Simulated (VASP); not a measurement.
# BaB3Pt (P1) in VASP: a series of runs

The runs below take BaB3Pt through single point, with PBE.

All numbers are computed with VASP 6.6.1; they aren't measurements. Logs are shortened: lines on timing, memory, paths and dates and some standing lists are left out, and cuts for length are marked.

## (1) The cell of the first run

The typed cell holds 5 atoms: a = 4.008 Å, b = 4.008 Å, c = 5.313 Å, α = 67.84°, β = 67.84°, γ = 90.00°.

## (2) Single point, PBE, collinear spin, ferromagnetic start

INCAR reads:

```
SYSTEM = BaB3Pt
PREC = Accurate ; ENCUT = 520
EDIFF = 1E-6 ; ISMEAR = -1
SIGMA = 0.05 ; LREAL = .FALSE.
LASPH = .TRUE. ; NELM = 150
ALGO = Normal ; ISIF = 2
LWAVE = .FALSE. ; LCHARG = .FALSE.
ISPIN = 2 ; MAGMOM = 0.2 0.2 0.2 0.2 0.2
LORBIT = 11 ; LMAXMIX = 4
GGA = PE ; NBANDS = 26
```

KPOINTS reads:

```
regular mesh
0
G
  4 4 3
  0 0 0
```

POSCAR reads:

```
BaB3Pt
1.0
    0.0000000000      4.0080410000     -0.0000002200
    4.0080410000      0.0000000000     -0.0000002200
    2.0040202500      2.0040202500     -4.4941152200
Ba Pt B
1 1 3
Direct
   -0.0026943517     -0.0039231316      0.0004461393
    0.6479281447      0.6486801330      0.7035005913
    0.4039900094      0.4046459408      0.2025241405
    0.7675039627      0.2768073855      0.4949948235
    0.2700248016      0.7621070931      0.4938370879
```

Potentials or basis: VASP PAW PBE potentials, release 64 (Ba_sv, Pt, B).

On the command line:

```sh
cat potpaw_PBE.64/Ba_sv/POTCAR potpaw_PBE.64/Pt/POTCAR potpaw_PBE.64/B/POTCAR > POTCAR
mpirun -np 1 vasp_std > vasp.out
```

OUTCAR:

```text
SYSTEM = BaB3Pt
   PREC = Accurate
   ENCUT = 520
   EDIFF = 1E-6
   ISMEAR = -1
   LREAL = .FALSE.
   LASPH = .TRUE.
   NELM = 150
   ISIF = 2
   ISPIN = 2
   LORBIT = 11
   GGA = PE

 ion  position               nearest neighbor table
   1  0.997  0.996  0.000-   4 2.92   3 2.93   5 2.94   3 2.97   3 2.98   4 2.99   5 3.00   3 3.02
                             5 3.04   5 3.07   4 3.07   4 3.08   2 3.12   2 3.13   2 3.14   2 3.15
   2  0.648  0.649  0.704-   4 2.13   5 2.15   3 2.24   5 2.28   4 2.30   1 3.12   1 3.13   1 3.14
                             1 3.15   1 3.16
   3  0.404  0.405  0.203-   2 2.24   1 2.93   1 2.97   1 2.98   1 3.02
   4  0.768  0.277  0.495-   2 2.13   2 2.30   1 2.92   1 2.99   1 3.07   1 3.08
   5  0.270  0.762  0.494-   2 2.15   2 2.28   1 2.94   1 3.00   1 3.04   1 3.07

  LATTYP: Found a body centered tetragonal cell.
 ALAT       =     4.0080410000
 C/A-ratio  =     2.2425494150

  Lattice vectors:

 A1 = (  -2.0040202500,   2.0040207500,   4.4941150000)
 A2 = (   2.0040207500,  -2.0040202500,   4.4941150000)
 A3 = (   2.0040202500,   2.0040202500,  -4.4941152200)

Analysis of symmetry for initial positions (statically):
=====================================================================
 Subroutine PRICEL returns:
 Original cell was already a primitive cell.

 Routine SETGRP: Setting up the symmetry group for a
 body centered tetragonal supercell.

 Subroutine GETGRP returns: Found  1 space group operations
 (whereof  1 operations were pure point group operations)
 out of a pool of 16 trial point group operations.

The static configuration has the point symmetry C_1 .

Analysis of symmetry for dynamics (positions and initial velocities):
=====================================================================
 Subroutine PRICEL returns:
 Original cell was already a primitive cell.

 Routine SETGRP: Setting up the symmetry group for a
 body centered tetragonal supercell.

 Subroutine GETGRP returns: Found  1 space group operations
 (whereof  1 operations were pure point group operations)
 out of a pool of 16 trial point group operations.

The dynamic configuration has the point symmetry C_1 .

Analysis of structural, dynamic, and magnetic symmetry:
=====================================================================
 Subroutine PRICEL returns:
 Original cell was already a primitive cell.

 Routine SETGRP: Setting up the symmetry group for a
 body centered tetragonal supercell.

 Subroutine GETGRP returns: Found  1 space group operations
 (whereof  1 operations were pure point group operations)
 out of a pool of 16 trial point group operations.
[... 154 lines left out ...]
   GGA     = PE    functional components
   LHFCALC =     F    Hartree Fock is set to
   AEXX    =    0.0000 exact exchange contribution
   IVDW    =     0    specifies the selected vdW correction
   LEPSILON=     F    determine dielectric tensor
   LRPA    =     F    only Hartree local field effects (RPA)
 spin polarized calculation
  energy-cutoff  :      520.00
  volume of cell :       72.20
 maximum number of plane-waves:      1977
 NGX is ok and might be reduce to    30
   NGX = 15   NGY = 15   NGZ = 19

 number of electron      29.0000000 magnetization       0.0030281

 Free energy of the ion-electron system (eV)
  ---------------------------------------------------
  ext. energy  EPLUGINS =         0.00000000
  ---------------------------------------------------
  free energy    TOTEN  =       -24.79322803 eV

  energy without entropy =      -24.76113176  energy(sigma->0) =      -24.77717990

 E-fermi :   5.5488     XC(G=0): -11.2521

 val. band max:        5.5483900917   @ k =   0.0000  -0.2500   0.3333
 cond. band min:       5.5499492110   @ k =   0.0000  -0.2500   0.3333
 fundamental gap:      0.0015591193
 Fermi energy:         5.5488335078

 spin component 1

 k-point     1 :       0.0000    0.0000    0.0000
  band No.  band energies     occupation
      1     -20.4835      1.00000
      2      -6.4239      1.00000
      3      -5.7485      1.00000
      4      -5.7331      1.00000
      5      -4.4405      1.00000
      6      -1.1374      1.00000
[... 685 lines left out ...]
     25      14.5758      0.00000
     26      14.9020      0.00000

 [... further k-points ...]

 spin component 2

 k-point     1 :       0.0000    0.0000    0.0000
  band No.  band energies     occupation
      1     -20.4834      1.00000
      2      -6.4236      1.00000
      3      -5.7483      1.00000
      4      -5.7329      1.00000
      5      -4.4397      1.00000
      6      -1.1366      1.00000
[... 685 lines left out ...]
     25      14.5762      0.00000
     26      14.9026      0.00000

 [... further k-points ...]
[... 5 lines left out ...]
  --------------------------------------------------------------------------------------
  -------------------------------------------------------------------------------------
  Total        2.5068346      2.5276092      2.0491635     -0.4342433     -0.1835737     -0.0107529
  in kB       55.6323978     56.0934336     45.4756268     -9.6368529     -4.0739216     -0.2386309
  external PRESSURE =      52.4004861 kB  Pullay stress =       0.0000000 kB

 VOLUME and BASIS-vectors are now :
 -----------------------------------------------------------------------------
  energy-cutoff  :      520.00
  volume of cell :       72.20
      direct lattice vectors                 reciprocal lattice vectors
     0.000000000  4.008041000 -0.000000220     0.000000006  0.249498452  0.111256596
     4.008041000  0.000000000 -0.000000220     0.249498452  0.000000006  0.111256596
     2.004020250  2.004020250 -4.494115220    -0.000000012 -0.000000012 -0.222513220

 POSITION                                       TOTAL-FORCE (eV/Angst)
 -----------------------------------------------------------------------------------
      3.99321      3.99814     -0.00201         0.447232      0.369052     -0.131234
      4.00977      4.00675     -3.16161         0.392372      0.296846     -0.012980
      2.02770      2.02507     -0.91017        -0.221925     -0.272615     -1.494940
      2.10144      4.06817     -2.22456        -0.571804     -0.031455      0.836736
      4.04422      2.07193     -2.21936        -0.045874     -0.361828      0.802418
 -----------------------------------------------------------------------------------
    total drift:                                0.000045     -0.000032     -0.000024

  FREE ENERGIE OF THE ION-ELECTRON SYSTEM (eV)
  ---------------------------------------------------
  free  energy   TOTEN  =       -24.7932280340 eV

  energy  without entropy=      -24.7611317583  energy(sigma->0) =      -24.77717990

 total charge

# of ion       s       p       d       tot
------------------------------------------
    1        2.037   5.619   0.601   8.258
    2        0.820   0.780   8.079   9.678
    3        0.722   0.809   0.000   1.531
    4        0.720   0.848   0.000   1.569
    5        0.719   0.846   0.000   1.565
--------------------------------------------------
tot          5.018   8.903   8.679  22.600

 magnetization (x)

# of ion       s       p       d       tot
------------------------------------------
    1        0.000   0.000   0.000   0.000
    2       -0.000   0.000   0.000   0.000
    3       -0.000   0.000   0.000   0.000
    4        0.000   0.000   0.000   0.000
    5        0.000   0.000   0.000   0.000
--------------------------------------------------
tot          0.000   0.001   0.000   0.001
```

OSZICAR:

```text
N       E                     dE             d eps       ncg     rms          rms(c)
DAV:   1     0.124294531948E+03    0.12429E+03   -0.13525E+04  2704   0.103E+03
DAV:   2    -0.200797595456E+02   -0.14437E+03   -0.13448E+03  3342   0.210E+02
DAV:   3    -0.270534032481E+02   -0.69736E+01   -0.68770E+01  3560   0.406E+01
DAV:   4    -0.271707493446E+02   -0.11735E+00   -0.11717E+00  3388   0.498E+00
DAV:   5    -0.271743022912E+02   -0.35529E-02   -0.35514E-02  3494   0.713E-01    0.186E+01
DAV:   6    -0.260732880654E+02    0.11010E+01   -0.24975E+01  3034   0.278E+01    0.112E+01
DAV:   7    -0.248252089349E+02    0.12481E+01   -0.41533E+00  2968   0.145E+01    0.465E+00
DAV:   8    -0.248163824206E+02    0.88265E-02   -0.40696E-01  3332   0.327E+00    0.230E+00
DAV:   9    -0.247933865128E+02    0.22996E-01   -0.96042E-02  2900   0.207E+00    0.275E-01
DAV:  10    -0.247932165716E+02    0.16994E-03   -0.38878E-03  3480   0.375E-01    0.161E-01
DAV:  11    -0.247932053399E+02    0.11232E-04   -0.34807E-04  3300   0.111E-01    0.785E-02
DAV:  12    -0.247932192628E+02   -0.13923E-04   -0.36622E-05  3278   0.336E-02    0.371E-02
DAV:  13    -0.247932256386E+02   -0.63759E-05   -0.13006E-05  3320   0.215E-02    0.986E-03
DAV:  14    -0.247932277106E+02   -0.20719E-05   -0.48075E-06  3040   0.120E-02    0.372E-03
DAV:  15    -0.247932280340E+02   -0.32340E-06   -0.58015E-07  1454   0.421E-03
   1 F= -.24793228E+02 E0= -.24777180E+02  d E =-.320963E-01  mag=     0.0015
```

stdout:

```text
POSCAR found type information on POSCAR BaPtB
 POSCAR found :  3 types and       5 ions
 scaLAPACK will be used
 LDA part: xc-table for (Slater+PW92), standard interpolation
 -----------------------------------------------------------------------------
|                                                                             |
|           W    W    AA    RRRRR   N    N  II  N    N   GGGG   !!!           |
|           W    W   A  A   R    R  NN   N  II  NN   N  G    G  !!!           |
|           W    W  A    A  R    R  N N  N  II  N N  N  G       !!!           |
|           W WW W  AAAAAA  RRRRR   N  N N  II  N  N N  G  GGG   !            |
|           WW  WW  A    A  R   R   N   NN  II  N   NN  G    G                |
|           W    W  A    A  R    R  N    N  II  N    N   GGGG   !!!           |
|                                                                             |
|     Your reciprocal lattice and k-lattice belong to different lattice       |
|     classes:                                                                |
|                                                                             |
|        The reciprocal lattice is body-centered tetragonal,                  |
|        whereas your k-lattice is base-centered monoclinic.                  |
|                                                                             |
|     Results are often still useful ...                                      |
|                                                                             |
 -----------------------------------------------------------------------------

 POSCAR, INCAR and KPOINTS ok, starting setup
 FFT: planning ... GRIDC
 FFT: planning ... GRID_SOFT
 FFT: planning ... GRID
 WAVECAR not read
 entering main loop
```

It took 93 s on 1 thread of Intel Xeon Platinum 8259CL at 2.50GHz (Skylake/Cascade Lake), shared host; peak memory 0.26 GiB.

What came out:

```
Free energy                                           : -24.7932 eV
Pressure                                              : 5.2 GPa
Largest force                                         : 1.536 eV/Å
Net moment                                            : 0.00 μB per cell
Valence electrons inside the program's atomic spheres : Ba 8.26; Pt 9.68; B 1.53, 1.57, 1.56
```

Forces in eV/Å, atoms in the order of the input:
```
Ba   0.447  0.369 -0.131
Pt   0.392  0.297 -0.013
B   -0.222 -0.273 -1.495
B   -0.572 -0.031  0.837
B   -0.046 -0.362  0.802
```

Caveat: the k points lie up to 0.47 Å⁻¹ apart; spin-orbit coupling is left out, which moves the levels of the heavy elements; forces of over 1 eV/Å act on the atoms, so gaps and moduli don't describe the material at rest.

## (3) Single point, PBE, collinear spin, ferromagnetic start

INCAR reads:

```
SYSTEM = BaB3Pt
ALGO = Normal ; EDIFF = 1E-7
ENCUT = 520 ; GGA = PE
ISIF = 2 ; ISMEAR = -1
ISPIN = 2 ; LASPH = .TRUE.
LCHARG = .FALSE. ; LMAXMIX = 4
LORBIT = 11 ; LREAL = .FALSE.
LWAVE = .FALSE. ; MAGMOM = 0.2 0.2 0.2 0.2 0.2
NBANDS = 26 ; NELM = 150
PREC = Accurate ; SIGMA = 0.05
```

KPOINTS reads:

```
k-points
0
G
  4 4 3
  0 0 0
```

POSCAR reads:

```
BaB3Pt
1.0
    0.0000000000      4.0080410000     -0.0000002200
    4.0080410000      0.0000000000     -0.0000002200
    2.0040202500      2.0040202500     -4.4941152200
Ba Pt B
1 1 3
Direct
   -0.0051300925     -0.0075275230      0.0009808388
    0.6480918650      0.6496504818      0.7028512977
    0.3973548439      0.3992482876      0.2204595958
    0.7854152997      0.2983599028      0.4888943995
    0.2867403606      0.7742296353      0.4869251587
```

Potentials or basis: VASP PAW PBE potentials, release 64 (Ba_sv, Pt, B).

On the command line:

```sh
cat potpaw_PBE.64/Ba_sv/POTCAR potpaw_PBE.64/Pt/POTCAR potpaw_PBE.64/B/POTCAR > POTCAR
mpirun -np 1 vasp_std > vasp.out
```

Run time: 97 s. Hardware: 1 thread of Intel Xeon Platinum 8259CL at 2.50GHz (Skylake/Cascade Lake), shared host; peak memory 0.26 GiB.

Results (log left out):

| Property | Result |
| --- | --- |
| Free energy | -24.8597 eV |
| Pressure | 4.5 GPa |
| Largest force | 1.599 eV/Å |
| Net moment | 0.00 μB per cell |
| Valence electrons inside the program's atomic spheres | Ba 8.25; Pt 9.65; B 1.52, 1.58, 1.57 |

Forces in eV/Å, atoms in the order of the input:
```
Ba   0.796  0.652  0.057
Pt   0.534  0.400 -0.370
B   -0.379 -0.510 -1.468
B   -0.978  0.110  0.952
B    0.028 -0.652  0.829
```

Stress tensor (GPa, compression positive):
```
 3.28 -1.26 -0.51
-1.26  3.66 -1.28
-0.51 -1.28  6.43
```

Levels at points of the mesh, in eV from the Fermi level:
Spin up:
```tsv
k point	band 12	band 13	band 14	band 15	band 16	band 17
(0.00, 0.00, 0.00)	-1.73	-1.58	-0.96	-0.90	1.90	2.05
(0.50, 0.00, 0.00)	-2.18	-1.73	-0.87	0.54	1.07	1.44
(0.00, 0.50, 0.00)	-2.26	-1.73	-0.81	0.48	1.07	1.23
(0.50, 0.50, 0.00)	-2.36	-2.29	-1.76	-1.16	-0.05	4.91
```
Spin down:
| k point | band 10 | band 11 | band 12 | band 13 | band 14 | band 15 | band 16 | band 17 | band 18 | band 19 |
| --- | --- | --- | --- | --- | --- | --- | --- | --- | --- | --- |
| (0.00, 0.00, 0.00) | -3.69 | -2.48 | -1.73 | -1.58 | -0.96 | -0.90 | 1.90 | 2.05 | 3.24 | 4.05 |
| (0.50, 0.00, 0.00) | -4.12 | -3.63 | -2.18 | -1.73 | -0.87 | 0.54 | 1.07 | 1.44 | 4.10 | 4.45 |
| (0.00, 0.50, 0.00) | -4.09 | -3.60 | -2.26 | -1.73 | -0.81 | 0.48 | 1.07 | 1.23 | 4.15 | 4.48 |
| (0.50, 0.50, 0.00) | -4.19 | -3.11 | -2.36 | -2.29 | -1.76 | -1.16 | -0.05 | 4.91 | 5.37 | 5.80 |

Caveat: the k points lie up to 0.47 Å⁻¹ apart; spin-orbit coupling is left out, which moves the levels of the heavy elements; forces of over 1 eV/Å act on the atoms, so gaps and moduli don't describe the material at rest.

## (4) Single point, PBE, collinear spin, ferromagnetic start

INCAR reads:

```
PREC = Accurate
ENCUT = 520
EDIFF = 1E-6
ISMEAR = -1
SIGMA = 0.05
LREAL = False
LASPH = True
NELM = 150
ALGO = Normal
ISIF = 2
LWAVE = False
LCHARG = False
ISPIN = 2
MAGMOM = 0.2 0.2 0.2 0.2 0.2
LORBIT = 11
LMAXMIX = 4
GGA = PE
NBANDS = 26
```

KPOINTS reads:

```
Automatic mesh
0
Gamma
  4 4 3
```

POSCAR reads:

```
BaB3Pt
1.0
    0.0000000000      4.0080410000     -0.0000002200
    4.0080410000      0.0000000000     -0.0000002200
    2.0040202500      2.0040202500     -4.4941152200
Ba Pt B
1 1 3
Direct
   -0.0067847036     -0.0100952985      0.0014118471
    0.6483244575      0.6506330666      0.7024634571
    0.3819027936      0.3859696183      0.2469331062
    0.8053378282      0.3126824387      0.4763399800
    0.2990904840      0.7880755019      0.4745311716
```

On the command line:

```sh
cat potpaw_PBE.64/Ba_sv/POTCAR potpaw_PBE.64/Pt/POTCAR potpaw_PBE.64/B/POTCAR > POTCAR
mpirun -np 1 vasp_std > vasp.out
```

It took 1.7 min on 1 thread of Intel Xeon Platinum 8259CL at 2.50GHz (Skylake/Cascade Lake), shared host; peak memory 0.26 GiB.

It converged, with:

- Free energy: -25.0533 eV
- Pressure: 2.9 GPa
- Largest force: 1.322 eV/Å
- Net moment: 0.00 μB per cell
- Valence electrons inside the program's atomic spheres: Ba 8.24; Pt 9.59; B 1.53, 1.59, 1.58

Forces in eV/Å, atoms in the order of the input:
```
Ba   0.970  0.752  0.361
Pt   0.321  0.280 -0.353
B   -0.452 -0.665 -1.050
B   -0.961  0.284  0.599
B    0.123 -0.651  0.443
```

Stress tensor (GPa, compression positive):
```
-0.65 -1.24 -0.47
-1.24  0.43 -1.77
-0.47 -1.77  8.95
```

Levels at points of the mesh, in eV from the Fermi level:
Spin up:
| k point | band 10 | band 11 | band 12 | band 13 | band 14 | band 15 | band 16 | band 17 | band 18 | band 19 |
| --- | --- | --- | --- | --- | --- | --- | --- | --- | --- | --- |
| (0.00, 0.00, 0.00) | -3.69 | -2.42 | -1.89 | -1.79 | -1.26 | -1.12 | 1.95 | 2.21 | 3.19 | 3.59 |
| (0.50, 0.00, 0.00) | -4.18 | -3.56 | -2.14 | -1.79 | -1.09 | 0.40 | 0.77 | 1.31 | 4.03 | 4.47 |
| (0.00, 0.50, 0.00) | -4.13 | -3.50 | -2.31 | -1.76 | -1.01 | 0.32 | 0.82 | 1.02 | 4.09 | 4.59 |
| (0.50, 0.50, 0.00) | -4.03 | -3.18 | -2.40 | -2.33 | -1.83 | -1.31 | -0.06 | 4.61 | 5.41 | 6.04 |
Spin down:
```csv
k point,band 10,band 11,band 12,band 13,band 14,band 15,band 16,band 17,band 18,band 19
"(0.00, 0.00, 0.00)",-3.69,-2.42,-1.89,-1.79,-1.26,-1.12,1.95,2.21,3.19,3.59
"(0.50, 0.00, 0.00)",-4.18,-3.56,-2.14,-1.79,-1.09,0.40,0.77,1.31,4.03,4.47
"(0.00, 0.50, 0.00)",-4.13,-3.50,-2.31,-1.76,-1.01,0.32,0.82,1.02,4.09,4.59
"(0.50, 0.50, 0.00)",-4.03,-3.18,-2.40,-2.33,-1.83,-1.31,-0.06,4.61,5.41,6.04
```

Caveat: the k points lie up to 0.47 Å⁻¹ apart; spin-orbit coupling is left out, which moves the levels of the heavy elements; forces of over 1 eV/Å act on the atoms, so gaps and moduli don't describe the material at rest.
